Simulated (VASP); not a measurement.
# SrCl2 in VASP: notebook, part 2 of 2

VASP 6.6.1. Earlier steps stand in the parts before.

**3. Single point, PBE**

The input, INCAR:

```
ALGO = Normal ; EDIFF = 1E-7
ENCUT = 520 ; GGA = PE
ISIF = 2 ; ISMEAR = 0
LASPH = True ; LCHARG = True
LELF = True ; LREAL = False
LVHAR = True ; LWAVE = False
NBANDS = 19 ; NELM = 60
PREC = Accurate ; SIGMA = 0.02
```

The input, KPOINTS:

```
k-points
0
Gamma
  5 5 5
```

The input, POSCAR:

```
SrCl2
1.0
   -0.0174417500      3.4883500000      3.4883500000
    3.4883500000     -0.0174417500      3.4883500000
    3.4709082500      3.4709082500      0.0000000000
Sr Cl
1 2
Direct
    0.0000000000      0.0000000000      0.0000000000
    0.2500000000      0.2500000000      0.2500000000
    0.7500000000      0.7500000000      0.7500000000
```

Potentials or basis: VASP PAW PBE potentials, release 64 (Sr_sv, Cl).

Launch:

```console
> cat potpaw_PBE.64/Sr_sv/POTCAR potpaw_PBE.64/Cl/POTCAR > POTCAR
> mpirun -np 1 vasp_std > vasp.out
```

OUTCAR:

```text
EDIFF = 1E-7
   ENCUT = 520
   GGA = PE
   ISIF = 2
   ISMEAR = 0
   LASPH = True
   LREAL = False
   NELM = 60
   PREC = Accurate

 ion  position               nearest neighbor table
   1  0.000  0.000  0.000-   3 3.01   2 3.01   3 3.01   2 3.01   3 3.03   3 3.03   2 3.03   2 3.03

   2  0.250  0.250  0.250-   1 3.01   1 3.01   1 3.03   1 3.03
   3  0.750  0.750  0.750-   1 3.01   1 3.01   1 3.03   1 3.03

  LATTYP: Found a body centered orthorhombic cell.
 ALAT       =     4.9086055209
[... 199 lines left out ...]
      5     -13.1527      2.00000
      6     -12.3024      2.00000
[... 505 lines left out ...]
      6     -12.4592      2.00000
[... 11 lines left out ...]
     18       8.8792      0.00000
     19      10.0372      0.00000

 [... further k-points ...]
[... 5 lines left out ...]
  --------------------------------------------------------------------------------------
  -------------------------------------------------------------------------------------
  Total        0.5717968      0.5717968      0.5721810      0.0794907      0.0000000      0.0000000
  in kB       10.7912812     10.7912812     10.7985313      1.5001952      0.0000000      0.0000000
  external PRESSURE =      10.7936979 kB  Pullay stress =       0.0000000 kB

 VOLUME and BASIS-vectors are now :
 -----------------------------------------------------------------------------
  energy-cutoff  :      520.00
  volume of cell :       84.89
      direct lattice vectors                 reciprocal lattice vectors
    -0.017441750  3.488350000  3.488350000    -0.142621135  0.142621135  0.143334241
     3.488350000 -0.017441750  3.488350000     0.142621135 -0.142621135  0.143334241
     3.470908250  3.470908250  0.000000000     0.144054514  0.144054514 -0.143334241

 POSITION                                       TOTAL-FORCE (eV/Angst)
 -----------------------------------------------------------------------------------
      0.00000      0.00000      0.00000        -0.000000     -0.000000     -0.000000
      1.73545      1.73545      1.74418         0.000000      0.000000      0.025210
      5.20636      5.20636      5.23252        -0.000000     -0.000000     -0.025210
 -----------------------------------------------------------------------------------
    total drift:                               -0.000000     -0.000000      0.000000

  FREE ENERGIE OF THE ION-ELECTRON SYSTEM (eV)
  ---------------------------------------------------
  free  energy   TOTEN  =       -12.7819296674 eV

  energy  without entropy=      -12.7819296674  energy(sigma->0) =      -12.78192967
```

OSZICAR:

```text
N       E                     dE             d eps       ncg     rms          rms(c)
DAV:   1     0.144347773511E+03    0.14435E+03   -0.11507E+04  1026   0.114E+03
DAV:   2    -0.352284527828E+01   -0.14787E+03   -0.14256E+03  1349   0.223E+02
DAV:   3    -0.127304826914E+02   -0.92076E+01   -0.91784E+01  1350   0.557E+01
DAV:   4    -0.130547716837E+02   -0.32429E+00   -0.32377E+00  1665   0.910E+00
DAV:   5    -0.130584561819E+02   -0.36845E-02   -0.36841E-02  1409   0.937E-01    0.129E+01
DAV:   6    -0.127637908436E+02    0.29467E+00   -0.58983E-01  1197   0.431E+00    0.832E+00
DAV:   7    -0.127736525081E+02   -0.98617E-02   -0.36295E-01  1377   0.362E+00    0.212E+00
DAV:   8    -0.127794385282E+02   -0.57860E-02   -0.53982E-02  1143   0.128E+00    0.407E-01
DAV:   9    -0.127804511671E+02   -0.10126E-02   -0.19698E-03  1312   0.265E-01    0.146E-01
DAV:  10    -0.127818037820E+02   -0.13526E-02   -0.94144E-04  1104   0.179E-01    0.371E-02
DAV:  11    -0.127819068096E+02   -0.10303E-03   -0.68751E-05  1364   0.464E-02    0.412E-02
DAV:  12    -0.127819288217E+02   -0.22012E-04   -0.24662E-05  1110   0.252E-02    0.644E-03
DAV:  13    -0.127819296416E+02   -0.81994E-06   -0.10746E-06  1376   0.605E-03    0.434E-03
DAV:  14    -0.127819296674E+02   -0.25786E-07   -0.37166E-07  1048   0.380E-03
   1 F= -.12781930E+02 E0= -.12781930E+02  d E =-.207194E-46
```

Run time: 57 s. Hardware: 1 thread of Intel Xeon Platinum 8488C (Sapphire Rapids), shared host; peak memory 0.24 GiB.

Results:

```yaml
Free_energy: -12.7819 eV
Pressure: 1.1 GPa
Largest_force: 0.025 eV/Å
Band_gap_on_the_k_mesh: 5.41 eV, indirect (least direct gap 5.67 eV)
```

Forces in eV/Å, atoms in the order of the input:
```
Sr   0.000  0.000  0.000
Cl   0.000  0.000  0.025
Cl   0.000  0.000 -0.025
```

Stress tensor (GPa, compression positive):
```
1.08 0.15 0.00
0.15 1.08 0.00
0.00 0.00 1.08
```

Levels at points of the mesh, in eV from the valence-band top:
```csv
k point,band 10,band 11,band 12,band 13,band 14,band 15
"(0.00, 0.00, 0.00)",-0.27,-0.27,-0.26,5.41,6.17,6.17
```

A k mesh can miss the band edges. As with any semilocal functional, this PBE gap is likely too small.

**4. Single point, PBE**

The input, INCAR:

```
SYSTEM = SrCl2
PREC = Accurate
ENCUT = 520
EDIFF = 1E-7
ISMEAR = 0
SIGMA = 0.02
LREAL = .False.
LASPH = .True.
NELM = 80
ALGO = Normal
ISIF = 2
LWAVE = .False.
LCHARG = .True.
GGA = PE
LELF = .True.
LVHAR = .True.
NBANDS = 19
```

The input, KPOINTS:

```
regular mesh
0
Gamma
  5 5 5
  0 0 0
```

The input, POSCAR:

```
SrCl2
1.0
   -0.0116278333      3.4883500000      3.4883500000
    3.4883500000     -0.0116278333      3.4883500000
    3.4767221667      3.4767221667      0.0000000000
Sr Cl
1 2
Direct
    0.0000000000      0.0000000000      0.0000000000
    0.2500000000      0.2500000000      0.2500000000
    0.7500000000      0.7500000000      0.7500000000
```

Launch:

```console
> cat potpaw_PBE.64/Sr_sv/POTCAR potpaw_PBE.64/Cl/POTCAR > POTCAR
> mpirun -np 1 vasp_std > vasp.out
```

It took 52 s on 1 thread of Intel Xeon Platinum 8488C (Sapphire Rapids), shared host; peak memory 0.24 GiB.

Results (log left out):

```
Free energy            : -12.7822 eV
Pressure               : 1.1 GPa
Largest force          : 0.017 eV/Å
Band gap on the k mesh : 5.41 eV, indirect (least direct gap 5.67 eV)
```

Forces on the atoms (eV/Å):
```
Sr   0.000  0.000  0.000
Cl   0.000  0.000  0.017
Cl   0.000  0.000 -0.017
```

Stress tensor (GPa, compression positive):
```
1.08 0.10 0.00
0.10 1.08 0.00
0.00 0.00 1.08
```

Levels at points of the mesh, in eV from the valence-band top:
| k point | band 10 | band 11 | band 12 | band 13 | band 14 | band 15 |
| --- | --- | --- | --- | --- | --- | --- |
| (0.00, 0.00, 0.00) | -0.27 | -0.27 | -0.26 | 5.41 | 6.17 | 6.17 |

A k mesh can miss the band edges. Expect the measured gap to be larger: semilocal functionals such as PBE lack the derivative discontinuity.

**5. Single point, PBE**

The input, INCAR:

```
  PREC = Accurate
  ENCUT = 520
  EDIFF = 1E-6
  ISMEAR = 0
  SIGMA = 0.02
  LREAL = F
  LASPH = T
  NELM = 100
  ALGO = Normal
  ISIF = 2
  LWAVE = F
  LCHARG = F
  GGA = PE
  NBANDS = 19
```

The input, KPOINTS:

```
Automatic mesh
0
Gamma
  5 5 5
```

The input, POSCAR:

```
SrCl2
1.0
   -0.0058139167      3.4883500000      3.4883500000
    3.4883500000     -0.0058139167      3.4883500000
    3.4825360833      3.4825360833      0.0000000000
Sr Cl
1 2
Direct
    0.0000000000      0.0000000000      0.0000000000
    0.2500000000      0.2500000000      0.2500000000
    0.7500000000      0.7500000000      0.7500000000
```

Launch:

```console
> cat potpaw_PBE.64/Sr_sv/POTCAR potpaw_PBE.64/Cl/POTCAR > POTCAR
> mpirun -np 1 vasp_std > vasp.out
```

It took 42 s on 1 thread of Intel Xeon Platinum 8488C (Sapphire Rapids), shared host; peak memory 0.24 GiB.

Results (log left out):

| Property | Result |
| --- | --- |
| Free energy | -12.7823 eV |
| Pressure | 1.1 GPa |
| Largest force | 0.008 eV/Å |
| Band gap on the k mesh | 5.41 eV, indirect (least direct gap 5.67 eV) |

Forces in eV/Å, atoms in the order of the input:
```
Sr   0.000  0.000  0.000
Cl   0.000  0.000  0.008
Cl   0.000  0.000 -0.008
```

Stress tensor (GPa, compression positive):
```
1.07 0.05 0.00
0.05 1.07 0.00
0.00 0.00 1.07
```

Levels at points of the mesh, in eV from the valence-band top:
| k point | band 9 | band 10 | band 11 | band 12 | band 13 | band 14 | band 15 | band 16 |
| --- | --- | --- | --- | --- | --- | --- | --- | --- |
| (0.00, 0.00, 0.00) | -2.05 | -0.27 | -0.27 | -0.26 | 5.41 | 6.17 | 6.17 | 9.09 |

A k mesh can miss the band edges.

**6. Single point, PBE**

The input, INCAR:

```
ALGO     = Normal         # electronic algorithm
EDIFF    = 1E-6           # SCF threshold, eV
ENCUT    = 520            # plane-wave cutoff, eV
GGA      = PE             # functional
ISIF     = 2              # what is computed and relaxed
ISMEAR   = 0              # smearing method
LASPH    = True           # aspherical terms in the spheres
LCHARG   = False          # write CHGCAR
LREAL    = False          # projectors in reciprocal space
LWAVE    = False          # write WAVECAR
NBANDS   = 19             # bands
NELM     = 100            # most SCF steps
PREC     = Accurate       # precision mode
SIGMA    = 0.02           # smearing width, eV
```

The input, KPOINTS:

```
k-points
0
Gamma
  5 5 5
```

The input, POSCAR:

```
SrCl2
1.0
    0.0058139167      3.4883500000      3.4883500000
    3.4883500000      0.0058139167      3.4883500000
    3.4941639167      3.4941639167      0.0000000000
Sr Cl
1 2
Direct
    0.0000000000      0.0000000000      0.0000000000
    0.2500000000      0.2500000000      0.2500000000
    0.7500000000      0.7500000000      0.7500000000
```

Potentials or basis: VASP PAW PBE potentials, release 64 (Sr_sv, Cl).

Launch:

```console
> cat potpaw_PBE.64/Sr_sv/POTCAR potpaw_PBE.64/Cl/POTCAR > POTCAR
> mpirun -np 1 vasp_std > vasp.out
```

It took 41 s on 1 thread of Intel Xeon Platinum 8488C (Sapphire Rapids), shared host; peak memory 0.24 GiB.

Results (log left out):

```
Free energy            : -12.7823 eV
Pressure               : 1.1 GPa
Largest force          : 0.008 eV/Å
Band gap on the k mesh : 5.41 eV, indirect (least direct gap 5.67 eV)
```

Forces on the atoms (eV/Å):
```
Sr   0.000  0.000  0.000
Cl   0.000  0.000 -0.008
Cl   0.000  0.000  0.008
```

Stress tensor (GPa, compression positive):
```
 1.07 -0.05  0.00
-0.05  1.07  0.00
 0.00  0.00  1.07
```

Levels at points of the mesh, in eV from the valence-band top:
| k point | band 9 | band 10 | band 11 | band 12 | band 13 | band 14 | band 15 | band 16 |
| --- | --- | --- | --- | --- | --- | --- | --- | --- |
| (0.00, 0.00, 0.00) | -2.05 | -0.27 | -0.27 | -0.26 | 5.41 | 6.17 | 6.17 | 9.09 |

A k mesh can miss the band edges. A hybrid or GW would open this gap; PBE tends to underestimate it.

**7. Summary**

```tsv
cell	gap on the mesh (eV)	pressure (GPa)	largest force (eV/Å)
a = 4.933 Å, angles 60.0°, 3 atoms	5.41	1.1	-
a = 4.933, b = 4.933, c = 4.909 Å, angles 60.2, 60.2, 60.3°, 3 atoms	5.41	1.1	0.03
a = 4.933, b = 4.933, c = 4.917 Å, angles 60.1, 60.1, 60.2°, 3 atoms	5.41	1.1	0.02
a = 4.933, b = 4.933, c = 4.925 Å, angles 60.1, 60.1, 60.1°, 3 atoms	5.41	1.1	0.01
a = 4.933, b = 4.933, c = 4.941 Å, angles 59.9, 59.9, 59.9°, 3 atoms	5.41	1.1	0.01
```

Alike in all rows: task single point; level PBE; potentials or basis VASP PAW PBE potentials, release 64 (Sr_sv, Cl); no spin polarisation; k mesh 5 × 5 × 5; cutoff (eV) 520; smearing gaussian 0.02 eV.

Absolute energies hang on the potentials; compare differences alone.
